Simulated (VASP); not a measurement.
# AlN (F-43m) in VASP: notebook

Runs on AlN. Level: PBE. Tasks: single point.

All numbers are computed with VASP 6.6.1; they aren't measurements. Logs are shortened: lines on timing, memory, paths and dates and some standing lists are left out, and cuts for length are marked.

**1. The cell of the first run**

Symmetry: F-43m, No. 216, cubic system. The conventional cell has a = 4.403 Å, b = 4.403 Å, c = 4.403 Å, α = 90.00°, β = 90.00°, γ = 90.00°. Al (site symmetry -43m) has 4 N at 1.91 Å within 2.5 Å. N (site symmetry -43m) has 4 Al at 1.91 Å within 2.5 Å.

**2. Single point, PBE**

Input file INCAR:

```
  PREC = Accurate
  ENCUT = 600
  EDIFF = 1E-6
  ISMEAR = 0
  SIGMA = 0.02
  LREAL = False
  LASPH = True
  NELM = 120
  ALGO = Normal
  ISIF = 2
  LWAVE = False
  LCHARG = True
  GGA = PE
  LELF = True
  LVHAR = True
  NBANDS = 11
  GGA_COMPAT = False
```

Input file KPOINTS:

```
regular mesh
0
Gamma
  10 10 10
```

Input file POSCAR:

```
AlN
1.0
    0.0000000000      2.2015870997      2.2015870997
    2.2015870997      0.0000000000      2.2015870997
    2.2015870997      2.2015870997      0.0000000000
Al N
1 1
Direct
    0.0000000000      0.0000000000      0.0000000000
    0.7500000000      0.7500000000      0.7500000000
```

Potentials or basis: VASP PAW PBE potentials, release 64 (Al, N).

Launch:

```bash
$ cat potpaw_PBE.64/Al/POTCAR potpaw_PBE.64/N/POTCAR > POTCAR
$ mpirun -np 1 vasp_std > vasp.out
```

OUTCAR:

```text
PREC = Accurate
   ENCUT = 600
   EDIFF = 1E-6
   ISMEAR = 0
   LREAL = False
   LASPH = True
   NELM = 120
   ISIF = 2
   GGA = PE

 ion  position               nearest neighbor table
   1  0.000  0.000  0.000-   2 1.91   2 1.91   2 1.91   2 1.91
   2  0.750  0.750  0.750-   1 1.91   1 1.91   1 1.91   1 1.91

  LATTYP: Found a face centered cubic cell.
 ALAT       =     4.4031741994

  Lattice vectors:

 A1 = (   0.0000000000,   2.2015870997,   2.2015870997)
 A2 = (   2.2015870997,   0.0000000000,   2.2015870997)
 A3 = (   2.2015870997,   2.2015870997,   0.0000000000)

Analysis of symmetry for initial positions (statically):
=====================================================================
 Subroutine PRICEL returns:
 Original cell was already a primitive cell.

 Routine SETGRP: Setting up the symmetry group for a
 face centered cubic supercell.

 Subroutine GETGRP returns: Found 24 space group operations
 (whereof 24 operations were pure point group operations)
 out of a pool of 48 trial point group operations.

The static configuration has the point symmetry T_d .

Analysis of symmetry for dynamics (positions and initial velocities):
=====================================================================
 Subroutine PRICEL returns:
 Original cell was already a primitive cell.

 Routine SETGRP: Setting up the symmetry group for a
 face centered cubic supercell.

 Subroutine GETGRP returns: Found 24 space group operations
 (whereof 24 operations were pure point group operations)
 out of a pool of 48 trial point group operations.

The dynamic configuration has the point symmetry T_d .

 Subroutine INISYM returns: Found 24 space group operations
 (whereof 24 operations are pure point group operations),
 and found     1 'primitive' translations

----------------------------------------------------------------------------------------

                                     Primitive cell

  volume of cell :      21.3421

  direct lattice vectors                    reciprocal lattice vectors
     0.000000000  2.201587100  2.201587100    -0.227108889  0.227108889  0.227108889
     2.201587100  0.000000000  2.201587100     0.227108889 -0.227108889  0.227108889
     2.201587100  2.201587100  0.000000000     0.227108889  0.227108889 -0.227108889

  length of vectors
     3.113514335  3.113514335  3.113514335     0.393364134  0.393364134  0.393364134

[... 87 lines left out ...]
   ISYM   =      2    0-nonsym 1-usesym 2-fastsym
   POTIM  = 0.5000    time-step for ionic-motion
   TEBEG  =    0.0;   TEEND  =   0.0 temperature during run
   PSTRESS=    0.0 pullay stress
   NELECT =       8.0000    total number of electrons
   NUPDOWN=      -1.0000    fix difference up-down
   EMIN   =  10.00;   EMAX   =-10.00  energy-range for DOS
   EFERMI =   0.00;   METHOD = LEGACY
   ISMEAR =     0;   SIGMA  =   0.02  broadening in eV -4-tet -1-fermi 0-gaus
   EFERMI_NEDOS =   21; number of points for ismear=-14 and -15
   IALGO  =     38    algorithm
   IMIX   =      4    mixing-type and parameters
     AMIX     =   0.40;   BMIX     =  1.00
     AMIX_MAG =   1.60;   BMIX_MAG =  1.00
  volume/ion in A,a.u.               =      10.67        72.01
  Fermi-wavevector in a.u.,A,eV,Ry     =   1.180390  2.230614 18.957286  1.393321
  Thomas-Fermi vector in A             =   2.316684
   LORBIT       =      0    0 simple, 1 ext, 2 COOP (PROOUT), +10 PAW based schemes
   GGA     = PE    functional components
   LHFCALC =     F    Hartree Fock is set to
   AEXX    =    0.0000 exact exchange contribution
   IVDW    =     0    specifies the selected vdW correction
   LEPSILON=     F    determine dielectric tensor
   LRPA    =     F    only Hartree local field effects (RPA)
 non-spin polarized calculation
 Gauss-broadening in eV      SIGMA  =   0.02
  energy-cutoff  :      600.00
  volume of cell :       21.34
 maximum number of plane-waves:       728
 NGX is ok and might be reduce to    28
   NGX = 13   NGY = 13   NGZ = 13

 number of electron       8.0000000 magnetization

 Free energy of the ion-electron system (eV)
  ---------------------------------------------------
  ext. energy  EPLUGINS =         0.00000000
  ---------------------------------------------------
  free energy    TOTEN  =       -14.84892104 eV

  energy without entropy =      -14.84892104  energy(sigma->0) =      -14.84892104

 E-fermi :   5.9284     XC(G=0): -10.8293

 val. band max:        5.7449290779   @ k =   0.0000   0.0000   0.0000
 cond. band min:       9.0500412159   @ k =   0.5000   0.5000   0.0000
 fundamental gap:      3.3051121380
 Fermi energy:         5.9284373588

 k-point     1 :       0.0000    0.0000    0.0000
  band No.  band energies     occupation
      1      -9.0983      2.00000
      2       5.7449      2.00000
      3       5.7449      2.00000
      4       5.7449      2.00000
      5       9.7294      0.00000
      6      18.0686      0.00000
      7      18.0686      0.00000
      8      18.0686      0.00000
      9      23.2414      0.00000
     10      23.2414      0.00000
     11      24.5968      0.00000
[... 309 lines left out ...]
 k-point    24 :       0.4000    0.3000    0.0000
  band No.  band energies     occupation
      1      -7.1563      2.00000
      2       1.6448      2.00000
      3       4.0691      2.00000
      4       4.3621      2.00000
      5      10.6069      0.00000
      6      15.1170      0.00000
      7      17.7151      0.00000
      8      20.0698      0.00000
      9      20.5613      0.00000
     10      26.7825      0.00000
     11      28.8936      0.00000

 [... further k-points ...]

------------------------ aborting loop because EDIFF is reached ----------------------------------------

  FORCE on cell =-STRESS in cart. coord.  units (eV):
  Direction    XX          YY          ZZ          XY          YZ          ZX
  --------------------------------------------------------------------------------------
  -------------------------------------------------------------------------------------
  Total       -0.0544471     -0.0544471     -0.0544471      0.0000000      0.0000000     -0.0000000
  in kB       -4.0874024     -4.0874024     -4.0874024      0.0000000      0.0000000     -0.0000000
  external PRESSURE =      -4.0874024 kB  Pullay stress =       0.0000000 kB

 VOLUME and BASIS-vectors are now :
 -----------------------------------------------------------------------------
  energy-cutoff  :      600.00
  volume of cell :       21.34
      direct lattice vectors                 reciprocal lattice vectors
     0.000000000  2.201587100  2.201587100    -0.227108889  0.227108889  0.227108889
     2.201587100  0.000000000  2.201587100     0.227108889 -0.227108889  0.227108889
     2.201587100  2.201587100  0.000000000     0.227108889  0.227108889 -0.227108889

 POSITION                                       TOTAL-FORCE (eV/Angst)
 -----------------------------------------------------------------------------------
      0.00000      0.00000      0.00000        -0.000000     -0.000000     -0.000000
      3.30238      3.30238      3.30238         0.000000      0.000000      0.000000
 -----------------------------------------------------------------------------------
    total drift:                               -0.000000     -0.000000     -0.000000

  FREE ENERGIE OF THE ION-ELECTRON SYSTEM (eV)
  ---------------------------------------------------
  free  energy   TOTEN  =       -14.8489210397 eV

  energy  without entropy=      -14.8489210397  energy(sigma->0) =      -14.84892104
```

OSZICAR:

```text
N       E                     dE             d eps       ncg     rms          rms(c)
DAV:   1     0.156785847040E+02    0.15679E+02   -0.40506E+03  1034   0.673E+02
DAV:   2    -0.159762835730E+02   -0.31655E+02   -0.29643E+02  1202   0.153E+02
DAV:   3    -0.171782977070E+02   -0.12020E+01   -0.11995E+01  1309   0.298E+01
DAV:   4    -0.171848053929E+02   -0.65077E-02   -0.65071E-02  1172   0.225E+00
DAV:   5    -0.171848877215E+02   -0.82329E-04   -0.82328E-04  1268   0.252E-01    0.850E+00
DAV:   6    -0.148572318621E+02    0.23277E+01   -0.11957E+01  1265   0.180E+01    0.277E+00
DAV:   7    -0.148554495632E+02    0.17823E-02   -0.16134E-01  1163   0.316E+00    0.201E+00
DAV:   8    -0.148504066856E+02    0.50429E-02   -0.29648E-02  1127   0.173E+00    0.594E-01
DAV:   9    -0.148488741933E+02    0.15325E-02   -0.41679E-03  1279   0.412E-01    0.234E-01
DAV:  10    -0.148489123963E+02   -0.38203E-04   -0.53175E-04  1124   0.151E-01    0.193E-02
DAV:  11    -0.148489211487E+02   -0.87523E-05   -0.17825E-05  1217   0.294E-02    0.163E-02
DAV:  12    -0.148489210397E+02    0.10898E-06   -0.65775E-07   745   0.649E-03
   1 F= -.14848921E+02 E0= -.14848921E+02  d E =-.926764E-41
```

Run time: 24 s. Hardware: 1 thread of Intel Xeon Platinum 8259CL at 2.50GHz (Skylake/Cascade Lake), shared host; peak memory 0.15 GiB.

What came out:

```yaml
Free_energy: -14.8489 eV
Pressure: -0.4 GPa
Band_gap_on_the_k_mesh: 3.31 eV (least direct gap 3.98 eV)
```

Levels at points of the mesh, in eV from the valence-band top:
```csv
k point,band 1,band 2,band 3,band 4,band 5,band 6,band 7,band 8,band 9
"(0.00, 0.00, 0.00)",-14.84,0.00,0.00,0.00,3.98,12.32,12.32,12.32,17.50
"(0.50, 0.00, 0.00)",-12.87,-5.75,-0.48,-0.48,7.16,9.70,11.00,11.00,17.67
"(0.50, 0.50, 0.00)",-12.25,-4.83,-1.75,-1.75,3.31,8.47,13.64,15.44,15.44
```

A k mesh can miss the band edges.

**3. Single point, PBE**

Input file INCAR:

```
SYSTEM = AlN
ALGO = Normal ; EDIFF = 1E-6
ENCUT = 600 ; GGA = PE
GGA_COMPAT = .FALSE. ; ISIF = 2
ISMEAR = 0 ; LASPH = .TRUE.
LCHARG = .FALSE. ; LREAL = .FALSE.
LWAVE = .FALSE. ; NBANDS = 11
NELM = 120 ; PREC = Accurate
SIGMA = 0.02
```

Input file KPOINTS:

```
k-points
0
G
  10 10 10
  0 0 0
```

POSCAR is that of step 2.

Potentials or basis: VASP PAW PBE potentials, release 64 (Al, N).

Launch:

```bash
$ cat potpaw_PBE.64/Al/POTCAR potpaw_PBE.64/N/POTCAR > POTCAR
$ mpirun -np 1 vasp_std > vasp.out
```

Run time: 18 s. Hardware: 1 thread of Intel Xeon Platinum 8259CL at 2.50GHz (Skylake/Cascade Lake), shared host; peak memory 0.15 GiB.

Results (log left out):

```
Free energy            : -14.8489 eV
Pressure               : -0.4 GPa
Band gap on the k mesh : 3.31 eV (least direct gap 3.98 eV)
```

Levels at points of the mesh, in eV from the valence-band top:
```
           k point  band 1  band 2  band 3  band 4  band 5  band 6  band 7  band 8
(0.00, 0.00, 0.00)  -14.84    0.00    0.00    0.00    3.98   12.32   12.32   12.32
(0.50, 0.00, 0.00)  -12.87   -5.75   -0.48   -0.48    7.16    9.70   11.00   11.00
(0.50, 0.50, 0.00)  -12.25   -4.83   -1.75   -1.75    3.31    8.47   13.64   15.44
```

A k mesh can miss the band edges.
